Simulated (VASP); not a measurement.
# Si5PdW2 in VASP: further runs

Runs on Si5PdW2. Level: PBE. Tasks: single point.

Program: VASP 6.6.1. These are calculated values, not measurements. Logs are shortened: lines on timing, memory, paths and dates and some standing lists are left out, and cuts for length are marked.

### Step 1. The cell of the first run

It takes space group P4/mmm (No. 123, tetragonal). Conventional cell: a = 3.245 Å, b = 3.245 Å, c = 10.680 Å, α = 90.00°, β = 90.00°, γ = 90.00°. Si (site symmetry 4mm) has 1 W at 2.53 Å and 9 Si at 2.58 to 3.25 Å and 4 Pd at 2.63 Å within 3.3 Å. Within 3.4 Å of Si (site symmetry 4mm) lie 4 W at 2.57 Å and 9 Si at 2.67 to 3.25 Å and 1 Pd at 2.67 Å. Si (site symmetry 4/mmm) has 6 Si at 2.67 to 3.25 Å and 8 W at 2.75 Å within 3.5 Å. Pd (site symmetry 4/mmm) has 10 Si at 2.63 to 2.67 Å and 4 Pd at 3.25 Å within 3.5 Å. W (site symmetry 4mm) has 9 Si at 2.53 to 2.75 Å and 5 W at 3.04 to 3.25 Å within 3.3 Å.

### Step 2. Single point, PBE

INCAR

```
  ALGO = Normal
  EDIFF = 1E-6
  ENCUT = 500
  GGA = PE
  GGA_COMPAT = F
  ISIF = 2
  ISMEAR = 0
  LASPH = T
  LCHARG = T
  LELF = T
  LREAL = F
  LVHAR = T
  LWAVE = F
  NBANDS = 39
  NELM = 120
  PREC = Accurate
  SIGMA = 0.1
```

KPOINTS

```
k-points
0
Gamma
  6 6 2
```

POSCAR

```
Si5PdW2
1.0
    3.2452774053      0.0000000000      0.0000000000
    0.0000000000      3.2452774053      0.0000000000
    0.0000000000      0.0000000000     10.6803514049
Si Pd W
5 1 2
Direct
    0.5000000000      0.5000000000      0.8791038349
    0.0000000000      0.0000000000      0.7498240925
    0.5000000000      0.5000000000      0.1208961651
    0.0000000000      0.0000000000      0.2501759075
    0.0000000000      0.0000000000      0.5000000000
    0.0000000000      0.0000000000      0.0000000000
    0.5000000000      0.5000000000      0.6425227909
    0.5000000000      0.5000000000      0.3574772091
```

Potentials or basis: VASP PAW PBE potentials, release 64 (Si, Pd, W_sv).

Launch:

```
$ cat potpaw_PBE.64/Si/POTCAR potpaw_PBE.64/Pd/POTCAR potpaw_PBE.64/W_sv/POTCAR > POTCAR
$ mpirun -np 1 vasp_std > vasp.out
```

OUTCAR:

```text
EDIFF = 1E-6
   ENCUT = 500
   GGA = PE
   ISIF = 2
   ISMEAR = 0
   LASPH = T
   LREAL = F
   NELM = 120
   PREC = Accurate

 ion  position               nearest neighbor table
   1  0.500  0.500  0.879-   7 2.53   3 2.58   6 2.63   6 2.63   6 2.63   6 2.63   2 2.68   2 2.68
                             2 2.68   2 2.68
   2  0.000  0.000  0.750-   7 2.57   7 2.57   7 2.57   7 2.57   5 2.67   6 2.67   1 2.68   1 2.68
                             1 2.68   1 2.68
   3  0.500  0.500  0.121-   8 2.53   1 2.58   6 2.63   6 2.63   6 2.63   6 2.63   4 2.68   4 2.68
                             4 2.68   4 2.68
   4  0.000  0.000  0.250-   8 2.57   8 2.57   8 2.57   8 2.57   5 2.67   6 2.67   3 2.68   3 2.68
                             3 2.68   3 2.68
   5  0.000  0.000  0.500-   2 2.67   4 2.67   7 2.75   8 2.75   7 2.75   8 2.75   7 2.75   8 2.75
                             7 2.75   8 2.75
   6  0.000  0.000  0.000-   1 2.63   3 2.63   1 2.63   3 2.63   1 2.63   3 2.63   1 2.63   3 2.63
                             2 2.67   4 2.67
   7  0.500  0.500  0.643-   1 2.53   2 2.57   2 2.57   2 2.57   2 2.57   5 2.75   5 2.75   5 2.75
                             5 2.75   8 3.04
   8  0.500  0.500  0.357-   3 2.53   4 2.57   4 2.57   4 2.57   4 2.57   5 2.75   5 2.75   5 2.75
                             5 2.75   7 3.04

  LATTYP: Found a simple tetragonal cell.
 ALAT       =     3.2452774053
 C/A-ratio  =     3.2910442070

  Lattice vectors:

 A1 = (   3.2452774053,   0.0000000000,   0.0000000000)
 A2 = (   0.0000000000,   3.2452774053,   0.0000000000)
 A3 = (   0.0000000000,   0.0000000000,  10.6803514049)

Analysis of symmetry for initial positions (statically):
=====================================================================
 Subroutine PRICEL returns:
 Original cell was already a primitive cell.

 Routine SETGRP: Setting up the symmetry group for a
 simple tetragonal supercell.

 Subroutine GETGRP returns: Found 16 space group operations
 (whereof 16 operations were pure point group operations)
 out of a pool of 16 trial point group operations.

The static configuration has the point symmetry D_4h.

Analysis of symmetry for dynamics (positions and initial velocities):
=====================================================================
 Subroutine PRICEL returns:
 Original cell was already a primitive cell.

 Routine SETGRP: Setting up the symmetry group for a
 simple tetragonal supercell.

 Subroutine GETGRP returns: Found 16 space group operations
[... 116 lines left out ...]
   ISIF   =      2    stress and relaxation
   ISYM   =      2    0-nonsym 1-usesym 2-fastsym
   POTIM  = 0.5000    time-step for ionic-motion
   TEBEG  =    0.0;   TEEND  =   0.0 temperature during run
   PSTRESS=    0.0 pullay stress
   NELECT =      58.0000    total number of electrons
   NUPDOWN=      -1.0000    fix difference up-down
   EMIN   =  10.00;   EMAX   =-10.00  energy-range for DOS
   EFERMI =   0.00;   METHOD = LEGACY
   ISMEAR =     0;   SIGMA  =   0.10  broadening in eV -4-tet -1-fermi 0-gaus
   EFERMI_NEDOS =   21; number of points for ismear=-14 and -15
   IALGO  =     38    algorithm
   IMIX   =      4    mixing-type and parameters
     AMIX     =   0.40;   BMIX     =  1.00
     AMIX_MAG =   1.60;   BMIX_MAG =  1.00
  volume/ion in A,a.u.               =      14.06        94.88
  Fermi-wavevector in a.u.,A,eV,Ry     =   1.312767  2.480771 23.447710  1.723358
  Thomas-Fermi vector in A             =   2.443137
   LORBIT       =      0    0 simple, 1 ext, 2 COOP (PROOUT), +10 PAW based schemes
   GGA     = PE    functional components
   LHFCALC =     F    Hartree Fock is set to
   AEXX    =    0.0000 exact exchange contribution
   IVDW    =     0    specifies the selected vdW correction
   LEPSILON=     F    determine dielectric tensor
   LRPA    =     F    only Hartree local field effects (RPA)
 non-spin polarized calculation
 Gauss-broadening in eV      SIGMA  =   0.10
  energy-cutoff  :      500.00
  volume of cell :      112.48
 maximum number of plane-waves:      2912
 NGX is ok and might be reduce to    24
   NGX = 11   NGY = 11   NGZ = 39

 number of electron      57.9999996 magnetization

 Free energy of the ion-electron system (eV)
  ---------------------------------------------------
  ext. energy  EPLUGINS =         0.00000000
  ---------------------------------------------------
  free energy    TOTEN  =       -59.18534008 eV

  energy without entropy =      -59.16923760  energy(sigma->0) =      -59.17728884

 E-fermi :  11.3154     XC(G=0): -12.3428

 val. band max:       11.2809411722   @ k =   0.3333   0.3333   0.5000
 cond. band min:      11.3755046167   @ k =   0.1667   0.0000   0.5000
 fundamental gap:      0.0945634445
 Fermi energy:        11.3153798584

 k-point     1 :       0.0000    0.0000    0.0000
  band No.  band energies     occupation
      1     -62.4822      2.00000
      2     -62.4748      2.00000
      3     -26.8095      2.00000
      4     -26.6925      2.00000
      5     -26.6925      2.00000
      6     -26.6767      2.00000
[... 829 lines left out ...]
     38      14.4464      0.00000
     39      14.7263      0.00000

------------------------ aborting loop because EDIFF is reached ----------------------------------------

  FORCE on cell =-STRESS in cart. coord.  units (eV):
  Direction    XX          YY          ZZ          XY          YZ          ZX
  --------------------------------------------------------------------------------------
  -------------------------------------------------------------------------------------
  Total        0.4731480      0.4731480      0.0967492      0.0000000     -0.0000000      0.0000000
  in kB        6.7393560      6.7393560      1.3780615      0.0000000     -0.0000000      0.0000000
  external PRESSURE =       4.9522578 kB  Pullay stress =       0.0000000 kB

 VOLUME and BASIS-vectors are now :
 -----------------------------------------------------------------------------
  energy-cutoff  :      500.00
  volume of cell :      112.48
      direct lattice vectors                 reciprocal lattice vectors
     3.245277405  0.000000000  0.000000000     0.308140068  0.000000000  0.000000000
     0.000000000  3.245277405  0.000000000     0.000000000  0.308140068  0.000000000
     0.000000000  0.000000000 10.680351405     0.000000000  0.000000000  0.093629878

 POSITION                                       TOTAL-FORCE (eV/Angst)
 -----------------------------------------------------------------------------------
      1.62264      1.62264      9.38914        -0.000000     -0.000000     -0.066558
      0.00000      0.00000      8.00838         0.000000      0.000000      0.103155
      1.62264      1.62264      1.29121         0.000000      0.000000      0.066558
      0.00000      0.00000      2.67197         0.000000      0.000000     -0.103155
      0.00000      0.00000      5.34018         0.000000     -0.000000      0.000000
      0.00000      0.00000      0.00000         0.000000     -0.000000      0.000000
      1.62264      1.62264      6.86237         0.000000      0.000000     -0.194630
      1.62264      1.62264      3.81798         0.000000     -0.000000      0.194630
 -----------------------------------------------------------------------------------
    total drift:                                0.000000     -0.000000     -0.000000

  FREE ENERGIE OF THE ION-ELECTRON SYSTEM (eV)
  ---------------------------------------------------
  free  energy   TOTEN  =       -59.1853400829 eV

  energy  without entropy=      -59.1692375971  energy(sigma->0) =      -59.17728884
```

OSZICAR:

```text
N       E                     dE             d eps       ncg     rms          rms(c)
DAV:   1     0.474969960001E+03    0.47497E+03   -0.28888E+04  1720   0.142E+03
DAV:   2    -0.352407554169E+02   -0.51021E+03   -0.49255E+03  1680   0.391E+02
DAV:   3    -0.617915467213E+02   -0.26551E+02   -0.25802E+02  1971   0.822E+01
DAV:   4    -0.623049745999E+02   -0.51343E+00   -0.51094E+00  1908   0.113E+01
DAV:   5    -0.623129222943E+02   -0.79477E-02   -0.79434E-02  1914   0.153E+00    0.349E+01
DAV:   6    -0.606770472203E+02    0.16359E+01   -0.27223E+01  1842   0.327E+01    0.181E+01
DAV:   7    -0.602769569730E+02    0.40009E+00   -0.14692E+01  1865   0.290E+01    0.933E+00
DAV:   8    -0.592767262800E+02    0.10002E+01   -0.73530E+00  1993   0.146E+01    0.305E+00
DAV:   9    -0.591894063553E+02    0.87320E-01   -0.60668E-01  1895   0.380E+00    0.154E+00
DAV:  10    -0.591882359300E+02    0.11704E-02   -0.54990E-02  1894   0.107E+00    0.927E-01
DAV:  11    -0.591859501882E+02    0.22857E-02   -0.65037E-03  1878   0.588E-01    0.396E-01
DAV:  12    -0.591854565641E+02    0.49362E-03   -0.19413E-03  1982   0.233E-01    0.176E-01
DAV:  13    -0.591853426359E+02    0.11393E-03   -0.47060E-04  1759   0.152E-01    0.349E-02
DAV:  14    -0.591853392879E+02    0.33481E-05   -0.46045E-05  1907   0.324E-02    0.340E-02
DAV:  15    -0.591853408411E+02   -0.15533E-05   -0.10725E-05  1615   0.211E-02    0.713E-03
DAV:  16    -0.591853400829E+02    0.75822E-06   -0.71466E-07  1074   0.594E-03
   1 F= -.59185340E+02 E0= -.59177289E+02  d E =-.161025E-01
```

stdout:

```text
POSCAR found type information on POSCAR SiPdW
 POSCAR found :  3 types and       8 ions
 scaLAPACK will be used
 LDA part: xc-table for (Slater+PW92), standard interpolation
 POSCAR, INCAR and KPOINTS ok, starting setup
 FFT: planning ... GRIDC
 FFT: planning ... GRID_SOFT
 FFT: planning ... GRID
 WAVECAR not read
 entering main loop
```

It took 40 s on 1 thread of Intel Xeon 6975P-C (Granite Rapids), shared host; peak memory 0.24 GiB.

What came out:

```
Free energy            : -59.1853 eV
Pressure               : 0.5 GPa
Largest force          : 0.195 eV/Å
Band gap on the k mesh : zero (bands 29 and 30 overlap by 1.10 eV)
```

Forces in eV/Å, atoms in the order of the input:
```
Si   0.000  0.000 -0.067
Si   0.000  0.000  0.103
Si   0.000  0.000  0.067
Si   0.000  0.000 -0.103
Si   0.000  0.000  0.000
Pd   0.000  0.000  0.000
W    0.000  0.000 -0.195
W    0.000  0.000  0.195
```

Stress tensor (GPa, compression positive):
```
0.67 0.00 0.00
0.00 0.67 0.00
0.00 0.00 0.14
```

Caveat: spin-orbit coupling is left out, which moves the levels of the heavy elements.

### Step 3. Single point, PBE

This run uses another cell than the first one, of 14.14 Å³/atom.

INCAR

```
PREC     = Accurate       # precision mode
ENCUT    = 500            # plane-wave cutoff, eV
EDIFF    = 1E-6           # SCF threshold, eV
ISMEAR   = 0              # smearing method
SIGMA    = 0.1            # smearing width, eV
LREAL    = F              # projectors in reciprocal space
LASPH    = T              # aspherical terms in the spheres
NELM     = 120            # most SCF steps
ALGO     = Normal         # electronic algorithm
ISIF     = 2              # what is computed and relaxed
LWAVE    = F              # write WAVECAR
LCHARG   = T              # write CHGCAR
GGA      = PE             # functional
LELF     = T              # ELF
LVHAR    = T            
NBANDS   = 39             # bands
GGA_COMPAT= F
```

KPOINTS

```
Automatic mesh
0
Gamma
  6 6 2
```

POSCAR

```
Si5PdW2
1.0
    3.2548028688      0.0000000000      0.0000000000
    0.0000000000      3.2548028688      0.0000000000
    0.0000000000      0.0000000000     10.6760348736
Si Pd W
5 1 2
Direct
    0.5000000000      0.5000000000      0.8685362562
    0.5000000000      0.5000000000      0.1314637438
    0.5000000000      0.5000000000      0.6201384199
    0.0000000000      0.0000000000      0.5000000000
    0.5000000000      0.5000000000      0.3798615801
    0.0000000000      0.0000000000      0.0000000000
    0.0000000000      0.0000000000      0.7296940942
    0.0000000000      0.0000000000      0.2703059058
```

Potentials or basis: VASP PAW PBE potentials, release 64 (Si, Pd, W_sv).

Launch:

```
$ cat potpaw_PBE.64/Si/POTCAR potpaw_PBE.64/Pd/POTCAR potpaw_PBE.64/W_sv/POTCAR > POTCAR
$ mpirun -np 1 vasp_std > vasp.out
```

OUTCAR:

```text
PREC = Accurate
   ENCUT = 500
   EDIFF = 1E-6
   ISMEAR = 0
   LREAL = F
   LASPH = T
   NELM = 120
   ISIF = 2
   GGA = PE

 ion  position               nearest neighbor table
   1  0.500  0.500  0.869-   3 2.65   6 2.70   6 2.70   6 2.70   6 2.70   7 2.74   7 2.74   7 2.74
                             7 2.74   2 2.81
   2  0.500  0.500  0.131-   5 2.65   6 2.70   6 2.70   6 2.70   6 2.70   8 2.74   8 2.74   8 2.74
                             8 2.74   1 2.81
   3  0.500  0.500  0.620-   5 2.57   7 2.58   7 2.58   7 2.58   7 2.58   4 2.63   4 2.63   4 2.63
                             4 2.63   1 2.65
   4  0.000  0.000  0.500-   7 2.45   8 2.45   3 2.63   5 2.63   3 2.63   5 2.63   3 2.63   5 2.63
                             3 2.63   5 2.63
   5  0.500  0.500  0.380-   3 2.57   8 2.58   8 2.58   8 2.58   8 2.58   4 2.63   4 2.63   4 2.63
                             4 2.63   2 2.65
   6  0.000  0.000  0.000-   1 2.70   2 2.70   1 2.70   2 2.70   1 2.70   2 2.70   1 2.70   2 2.70
                             7 2.89   8 2.89
   7  0.000  0.000  0.730-   4 2.45   3 2.58   3 2.58   3 2.58   3 2.58   1 2.74   1 2.74   1 2.74
                             1 2.74   6 2.89
   8  0.000  0.000  0.270-   4 2.45   5 2.58   5 2.58   5 2.58   5 2.58   2 2.74   2 2.74   2 2.74
                             2 2.74   6 2.89

[... 203 lines left out ...]
      3     -26.9810      2.00000
      4     -26.9775      2.00000
      5     -26.8810      2.00000
      6     -26.8810      2.00000
[... 829 lines left out ...]
     38      14.4970      0.00000
     39      14.5530      0.00000

------------------------ aborting loop because EDIFF is reached ----------------------------------------

  FORCE on cell =-STRESS in cart. coord.  units (eV):
  Direction    XX          YY          ZZ          XY          YZ          ZX
  --------------------------------------------------------------------------------------
  -------------------------------------------------------------------------------------
  Total       -0.0877701     -0.0877701      1.1472686      0.0000000      0.0000000      0.0000000
  in kB       -1.2433620     -1.2433620     16.2523555      0.0000000      0.0000000      0.0000000
  external PRESSURE =       4.5885439 kB  Pullay stress =       0.0000000 kB

 VOLUME and BASIS-vectors are now :
 -----------------------------------------------------------------------------
  energy-cutoff  :      500.00
  volume of cell :      113.10
      direct lattice vectors                 reciprocal lattice vectors
     3.254802869  0.000000000  0.000000000     0.307238269  0.000000000  0.000000000
     0.000000000  3.254802869  0.000000000     0.000000000  0.307238269  0.000000000
     0.000000000  0.000000000 10.676034874     0.000000000  0.000000000  0.093667734

 POSITION                                       TOTAL-FORCE (eV/Angst)
 -----------------------------------------------------------------------------------
      1.62740      1.62740      9.27252         0.000000      0.000000      0.075602
      1.62740      1.62740      1.40351        -0.000000      0.000000     -0.075602
      1.62740      1.62740      6.62062         0.000000     -0.000000      0.071232
      0.00000      0.00000      5.33802         0.000000     -0.000000      0.000000
      1.62740      1.62740      4.05542         0.000000     -0.000000     -0.071232
      0.00000      0.00000      0.00000         0.000000     -0.000000      0.000000
      0.00000      0.00000      7.79024         0.000000      0.000000      0.175222
      0.00000      0.00000      2.88580        -0.000000      0.000000     -0.175222
 -----------------------------------------------------------------------------------
    total drift:                                0.000000      0.000000      0.000000

  FREE ENERGIE OF THE ION-ELECTRON SYSTEM (eV)
  ---------------------------------------------------
  free  energy   TOTEN  =       -58.4965591328 eV

  energy  without entropy=      -58.4778724111  energy(sigma->0) =      -58.48721577
```

Run time: 37 s. Hardware: 1 thread of Intel Xeon 6975P-C (Granite Rapids), shared host; peak memory 0.24 GiB.

Results:

```yaml
Free_energy: -58.4966 eV
Pressure: 0.5 GPa
Largest_force: 0.175 eV/Å
Band_gap_on_the_k_mesh: zero (bands 29 and 30 overlap by 0.99 eV)
```

Forces in eV/Å, atoms in the order of the input:
```
Si   0.000  0.000  0.076
Si   0.000  0.000 -0.076
Si   0.000  0.000  0.071
Si   0.000  0.000  0.000
Si   0.000  0.000 -0.071
Pd   0.000  0.000  0.000
W    0.000  0.000  0.175
W    0.000  0.000 -0.175
```

Caveat: spin-orbit coupling is left out, which moves the levels of the heavy elements.

[end of part 1 of 2]

The gap in the log of VASP goes by the Fermi energy; the results here count the filled bands.